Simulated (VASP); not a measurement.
# BaTiO3 (Cm) in VASP: notebook, part 2 of 3

VASP 6.6.1. Earlier steps stand in the parts before.

### Step 3. Single point, PBE (the distance across one plane changed)

INCAR reads:

```
SYSTEM = BaTiO3
  ALGO = Normal
  EDIFF = 1E-6
  ENCUT = 520
  GGA = PE
  ISIF = 2
  ISMEAR = 0
  LASPH = .TRUE.
  LCHARG = .TRUE.
  LELF = .TRUE.
  LREAL = Auto
  LVHAR = .TRUE.
  LWAVE = .FALSE.
  NBANDS = 73
  NELM = 100
  PREC = Accurate
  SIGMA = 0.05
```

KPOINTS reads:

```
k-points
0
G
  6 6 2
  0 0 0
```

POSCAR reads:

```
BaTiO3
1.0
    2.8630706609     -1.6529946168     -2.3563003513
    0.0000000000      3.3059892335     -2.3563003513
   10.0071492233      5.7776302979      8.2174967075
Ba Ti O
3 3 9
Direct
    0.9929939882      0.9929939882      0.7897162146
    0.9944815466      0.9944815466      0.2170855704
    0.9937377674      0.9937377674      0.5034008925
    0.4806098505      0.4806098505      0.0780030352
    0.4798660713      0.4798660713      0.3643183573
    0.4791222921      0.4791222921      0.6506336794
    0.5114264213      0.0220500010      0.0691863365
    0.5106826421      0.0213062218      0.3555016586
    0.5099388629      0.0205624426      0.6418169807
    0.0220500010      0.5114264213      0.0691863365
    0.0213062218      0.5106826421      0.3555016586
    0.0205624426      0.5099388629      0.6418169807
    0.5110624333      0.5110624333      0.2093023039
    0.5103186541      0.5103186541      0.4956176260
    0.5095748749      0.5095748749      0.7819329481
```

Potentials or basis: VASP PAW PBE potentials, release 64 (Ba_sv, Ti_sv, O).

The run is started by

```console
$ cat potpaw_PBE.64/Ba_sv/POTCAR potpaw_PBE.64/Ti_sv/POTCAR potpaw_PBE.64/O/POTCAR > POTCAR
$ mpirun -np 1 vasp_std > vasp.out
```

OUTCAR:

```text
SYSTEM = BaTiO3
   EDIFF = 1E-6
   ENCUT = 520
   GGA = PE
   ISIF = 2
   ISMEAR = 0
   LASPH = .TRUE.
   LREAL = Auto
   NELM = 100
   PREC = Accurate

 ion  position               nearest neighbor table
   1  0.993  0.993  0.790-  15 2.78  12 2.87   9 2.87  15 2.87  15 2.87  12 2.98   9 2.98  15 2.98
                             6 3.43   6 3.48   6 3.48   6 3.54   3 4.06
   2  0.994  0.994  0.217-  13 2.78  11 2.78   8 2.78  10 2.87   7 2.87  13 2.87  13 2.87  11 2.87
                             8 2.87  10 2.98   7 2.98  13 2.98   4 3.43   4 3.48   4 3.48   5 3.48
   3  0.994  0.994  0.503-  14 2.78  12 2.78   9 2.78  11 2.87   8 2.87  14 2.87  14 2.87  12 2.87
                             9 2.87  11 2.98   8 2.98  14 2.98   5 3.43   5 3.48   5 3.48   6 3.48
   4  0.481  0.481  0.078-   7 1.87  10 1.87  13 1.87   7 2.21  10 2.21   2 3.43   2 3.48   2 3.48
                             2 3.54
   5  0.480  0.480  0.364-   8 1.87  11 1.87  14 1.87  13 2.21   8 2.21  11 2.21   3 3.43   3 3.48
                             3 3.48   2 3.48   3 3.54   2 3.54   2 3.54   2 3.64
   6  0.479  0.479  0.651-   9 1.87  12 1.87  15 1.87  14 2.21   9 2.21  12 2.21   1 3.43   1 3.48
                             1 3.48   3 3.48   1 3.54   3 3.54   3 3.54   3 3.64
   7  0.511  0.022  0.069-   4 1.87   4 2.21   2 2.87   2 2.98
   8  0.511  0.021  0.356-   5 1.87   5 2.21   2 2.78   3 2.87   2 2.87   3 2.98
   9  0.510  0.021  0.642-   6 1.87   6 2.21   3 2.78   1 2.87   3 2.87   1 2.98
  10  0.022  0.511  0.069-   4 1.87   4 2.21   2 2.87   2 2.98
  11  0.021  0.511  0.356-   5 1.87   5 2.21   2 2.78   3 2.87   2 2.87   3 2.98
  12  0.021  0.510  0.642-   6 1.87   6 2.21   3 2.78   1 2.87   3 2.87   1 2.98
  13  0.511  0.511  0.209-   4 1.87   5 2.21   2 2.78   2 2.87   2 2.87   2 2.98
  14  0.510  0.510  0.496-   5 1.87   6 2.21   3 2.78   3 2.87   3 2.87   3 2.98
  15  0.510  0.510  0.782-   6 1.87   1 2.78   1 2.87   1 2.87   1 2.98

  LATTYP: Found a base centered monoclinic cell.
 ALAT       =     5.7565762563
 B/A-ratio  =     0.9947130146
 C/A-ratio  =     2.4631404725
 COS(beta)  =    -0.0064223003

  Lattice vectors:

 A1 = (   2.8630706609,  -1.6529946168,  -2.3563003513)
 A2 = (   0.0000000000,   3.3059892335,  -2.3563003513)
 A3 = (  10.0071492233,   5.7776302979,   8.2174967075)

Analysis of symmetry for initial positions (statically):
=====================================================================
 Subroutine PRICEL returns:
 Original cell was already a primitive cell.

 Routine SETGRP: Setting up the symmetry group for a
 base centered monoclinic supercell.

 Subroutine GETGRP returns: Found  2 space group operations
 (whereof  2 operations were pure point group operations)
 out of a pool of  4 trial point group operations.

The static configuration has the point symmetry C_1h.

Analysis of symmetry for dynamics (positions and initial velocities):
=====================================================================
 Subroutine PRICEL returns:
 Original cell was already a primitive cell.

 Routine SETGRP: Setting up the symmetry group for a
 base centered monoclinic supercell.

 Subroutine GETGRP returns: Found  2 space group operations
 (whereof  2 operations were pure point group operations)
 out of a pool of  4 trial point group operations.

The dynamic configuration has the point symmetry C_1h.

 Subroutine INISYM returns: Found  2 space group operations
 (whereof  2 operations are pure point group operations),
 and found     1 'primitive' translations

----------------------------------------------------------------------------------------

[... 114 lines left out ...]
   LSORBIT =      F    spin-orbit coupling
   LASPH  =      T    aspherical Exc in radial PAW
   ENCUT  =  520.0 eV  38.22 Ry    6.18 a.u.   7.55  7.55 26.36*2*pi/ulx,y,z
   NELM   =    100;   NELMIN=  2; NELMDL= -5     # of ELM steps
   EDIFF  = 0.1E-05   stopping-criterion for ELM
   LREAL  =      T    real-space projection
   EDIFFG = 0.1E-04   stopping-criterion for IOM
   NSW    =      0    number of steps for IOM
   IBRION =     -1    ionic relax: 0-MD 1-quasi-New 2-CG
   NFREE  =      0    steps in history (QN), initial steepest desc. (CG)
   ISIF   =      2    stress and relaxation
   ISYM   =      2    0-nonsym 1-usesym 2-fastsym
   POTIM  = 0.5000    time-step for ionic-motion
   TEBEG  =    0.0;   TEEND  =   0.0 temperature during run
   PSTRESS=    0.0 pullay stress
   NELECT =     120.0000    total number of electrons
   NUPDOWN=      -1.0000    fix difference up-down
   EMIN   =  10.00;   EMAX   =-10.00  energy-range for DOS
   EFERMI =   0.00;   METHOD = LEGACY
   ISMEAR =     0;   SIGMA  =   0.05  broadening in eV -4-tet -1-fermi 0-gaus
   EFERMI_NEDOS =   21; number of points for ismear=-14 and -15
   IALGO  =     38    algorithm
   IMIX   =      4    mixing-type and parameters
     AMIX     =   0.40;   BMIX     =  1.00
     AMIX_MAG =   1.60;   BMIX_MAG =  1.00
  volume/ion in A,a.u.               =      15.58       105.13
  Fermi-wavevector in a.u.,A,eV,Ry     =   1.310957  2.477349 23.383070  1.718607
  Thomas-Fermi vector in A             =   2.441451
   LORBIT       =      0    0 simple, 1 ext, 2 COOP (PROOUT), +10 PAW based schemes
   GGA     = PE    functional components
   LHFCALC =     F    Hartree Fock is set to
   AEXX    =    0.0000 exact exchange contribution
   IVDW    =     0    specifies the selected vdW correction
   LEPSILON=     F    determine dielectric tensor
   LRPA    =     F    only Hartree local field effects (RPA)
 non-spin polarized calculation
 Gauss-broadening in eV      SIGMA  =   0.05
  energy-cutoff  :      520.00
  volume of cell :      233.69
 maximum number of plane-waves:      6329
   NGX = 15   NGY = 15   NGZ = 53

 number of electron     120.0000031 magnetization

 Free energy of the ion-electron system (eV)
  ---------------------------------------------------
  ext. energy  EPLUGINS =         0.00000000
  ---------------------------------------------------
  free energy    TOTEN  =      -118.63057823 eV

  energy without entropy =     -118.63057823  energy(sigma->0) =     -118.63057823

 E-fermi :   3.9448     XC(G=0):  -9.9858

 val. band max:        3.6356590714   @ k =   0.5000   0.5000  -0.0000
 cond. band min:       4.5114146861   @ k =  -0.0000   0.0000   0.5000
 fundamental gap:      0.8757556147
 Fermi energy:         3.9448011253

 k-point     1 :       0.0000    0.0000    0.0000
  band No.  band energies     occupation
      1     -54.3744      2.00000
      2     -53.9264      2.00000
      3     -53.3095      2.00000
      4     -30.6543      2.00000
      5     -30.6508      2.00000
      6     -30.6137      2.00000
[... 1789 lines left out ...]
     71       7.3375      0.00000
     72       7.4690      0.00000

 [... further k-points ...]

 [bands above 72 left out]

------------------------ aborting loop because EDIFF is reached ----------------------------------------

  FORCE on cell =-STRESS in cart. coord.  units (eV):
  Direction    XX          YY          ZZ          XY          YZ          ZX
  --------------------------------------------------------------------------------------
  -------------------------------------------------------------------------------------
  Total       -2.7745164     -2.8151695     -2.3732905      0.0352066      0.1792743      0.3105092
  in kB      -19.0220389    -19.3007560    -16.2712410      0.2413761      1.2291018      2.1288460
  external PRESSURE =     -18.1980119 kB  Pullay stress =       0.0000000 kB

 VOLUME and BASIS-vectors are now :
 -----------------------------------------------------------------------------
  energy-cutoff  :      520.00
  volume of cell :      233.69
      direct lattice vectors                 reciprocal lattice vectors
     2.863070661 -1.652994617 -2.356300351     0.174507782 -0.100902101 -0.141569923
     0.000000000  3.305989234 -2.356300351    -0.000129892  0.201579223 -0.141569923
    10.007149223  5.777630298  8.217496708     0.050001442  0.028868346  0.040503512

 POSITION                                       TOTAL-FORCE (eV/Angst)
 -----------------------------------------------------------------------------------
     10.74582      6.20410      1.80991         0.144569      0.083467      0.180503
      5.01968      2.89811     -2.90269        -0.690007     -0.398376     -0.607340
      7.88275      4.55111     -0.54639        -0.336644     -0.194361     -0.302637
      2.15661      1.24512     -1.62393         0.768454      0.443667      0.997770
      5.01968      2.89811      0.73237        -0.525429     -0.303357     -0.400072
      7.88275      4.55111      3.08867         0.001551      0.000896     -0.299807
      2.15661     -0.37275     -0.68849        -0.333759     -0.060680     -0.496440
      5.01968      1.28024      1.66781         0.202639      0.115940      0.192034
      7.88275      2.93323      4.02411         0.309550     -0.003703      0.352290
      0.75549      2.05405     -0.68849        -0.219430     -0.258704     -0.496440
      3.61856      3.70705      1.66781         0.201726      0.117520      0.192034
      6.48163      5.36004      4.02411         0.151568      0.269930      0.352290
      3.55773      2.05405     -0.68849         0.024085      0.013905      0.188856
      6.42080      3.70705      1.66781         0.403170      0.232770      0.302404
      9.28387      5.36004      4.02411        -0.102041     -0.058913     -0.155449
 -----------------------------------------------------------------------------------
    total drift:                               -0.008467     -0.004889     -0.043693

  FREE ENERGIE OF THE ION-ELECTRON SYSTEM (eV)
  ---------------------------------------------------
  free  energy   TOTEN  =      -118.6305782272 eV

  energy  without entropy=     -118.6305782272  energy(sigma->0) =     -118.63057823
```

Wall time 5.9 min (1 thread of AMD EPYC 9R45 (Zen 5), shared host); peak memory 0.44 GiB.

Results:

| Item | Value |
| --- | --- |
| Free energy | -118.6306 eV |
| Pressure | -1.8 GPa |
| Largest force | 1.335 eV/Å |
| Band gap on the k mesh | 0.88 eV (least direct gap 1.80 eV) |

Forces in eV/Å, atoms in the order of the input:
```
Ba   0.145  0.083  0.181
Ba  -0.690 -0.398 -0.607
Ba  -0.337 -0.194 -0.303
Ti   0.768  0.444  0.998
Ti  -0.525 -0.303 -0.400
Ti   0.002  0.001 -0.300
O   -0.334 -0.061 -0.496
O    0.203  0.116  0.192
O    0.310 -0.004  0.352
O   -0.219 -0.259 -0.496
O    0.202  0.118  0.192
O    0.152  0.270  0.352
O    0.024  0.014  0.189
O    0.403  0.233  0.302
O   -0.102 -0.059 -0.155
```

Caveat: the cell differs from its parent crystal (the distance across one plane changed); spin-orbit coupling is left out, which moves the levels of the heavy elements; forces of over 1 eV/Å act on the atoms, so gaps and moduli don't describe the material at rest.

### Step 4. Single point, PBE (the distance across one plane changed)

INCAR reads:

```
SYSTEM = BaTiO3
ALGO = Normal
EDIFF = 1E-6
ENCUT = 520
GGA = PE
ISIF = 2
ISMEAR = 0
LASPH = .True.
LCHARG = .False.
LREAL = Auto
LWAVE = .False.
NBANDS = 73
NELM = 60
PREC = Accurate
SIGMA = 0.05
```

KPOINTS reads:

```
k-points
0
Gamma
  6 6 2
  0 0 0
```

POSCAR reads:

```
BaTiO3
1.0
    2.8630706609     -1.6529946168     -2.3563003513
    0.0000000000      3.3059892335     -2.3563003513
    9.1209384479      5.2659762682      7.4996244241
Ba Ti O
3 3 9
Direct
    0.9942017941      0.9942017941      0.8660676766
    0.9948135611      0.9948135611      0.2380738702
    0.9945076776      0.9945076776      0.5520707734
    0.4807291498      0.4807291498      0.0855445364
    0.4804232662      0.4804232662      0.3995414396
    0.4801173827      0.4801173827      0.7135383428
    0.5115322361      0.0221558158      0.0758754203
    0.5112263526      0.0218499323      0.3898723235
    0.5109204691      0.0215440488      0.7038692267
    0.0221558158      0.5115322361      0.0758754203
    0.0218499323      0.5112263526      0.3898723235
    0.0215440488      0.5109204691      0.7038692267
    0.5113825439      0.5113825439      0.2295381007
    0.5110766604      0.5110766604      0.5435350040
    0.5107707769      0.5107707769      0.8575319072
```

The run is started by

```console
$ cat potpaw_PBE.64/Ba_sv/POTCAR potpaw_PBE.64/Ti_sv/POTCAR potpaw_PBE.64/O/POTCAR > POTCAR
$ mpirun -np 1 vasp_std > vasp.out
```

Wall time 9.5 min (1 thread of Oxide Virtual Turin-like, shared host); peak memory 0.4 GiB.

Results (log left out):

- Free energy: -119.5272 eV
- Pressure: -1.6 GPa
- Largest force: 0.911 eV/Å
- Band gap on the k mesh: 2.02 eV (least direct gap 2.91 eV)

Forces in eV/Å, atoms in the order of the input:
```
Ba   0.624  0.360  0.538
Ba  -0.349 -0.202 -0.332
Ba  -0.080 -0.046 -0.101
Ti   0.572  0.330  0.628
Ti  -0.009 -0.005 -0.076
Ti   0.348  0.201 -0.020
O   -0.438 -0.220 -0.512
O    0.037 -0.014  0.077
O    0.106 -0.096  0.181
O   -0.409 -0.269 -0.512
O    0.007  0.039  0.077
O   -0.030  0.140  0.181
O   -0.292 -0.169 -0.080
O    0.019  0.011  0.026
O   -0.107 -0.062 -0.077
```

Stress tensor (GPa, compression positive):
```
-1.95 -0.51 -0.53
-0.51 -1.36 -0.30
-0.53 -0.30 -1.41
```

Levels at points of the mesh, in eV from the valence-band top:
| k point | band 58 | band 59 | band 60 | band 61 | band 62 | band 63 |
| --- | --- | --- | --- | --- | --- | --- |
| (0.00, 0.00, 0.00) | -1.21 | -1.09 | -0.89 | 2.02 | 2.09 | 2.15 |
| (0.50, 0.00, 0.00) | -1.31 | -0.96 | -0.80 | 2.24 | 2.71 | 3.00 |
| (0.50, 0.50, 0.00) | -0.76 | -0.61 | 0.00 | 3.23 | 3.33 | 3.36 |
| (0.00, 0.00, 0.50) | -1.21 | -1.07 | -0.89 | 2.02 | 2.06 | 2.19 |
| (0.50, 0.00, 0.50) | -1.33 | -1.15 | -0.73 | 2.27 | 2.55 | 3.11 |
| (0.50, 0.50, 0.50) | -0.64 | -0.61 | 0.00 | 3.18 | 3.35 | 3.36 |

Caveat: the cell differs from its parent crystal (the distance across one plane changed); spin-orbit coupling is left out, which moves the levels of the heavy elements. A k mesh can miss the band edges.

(Continued in part 3 of 3.)
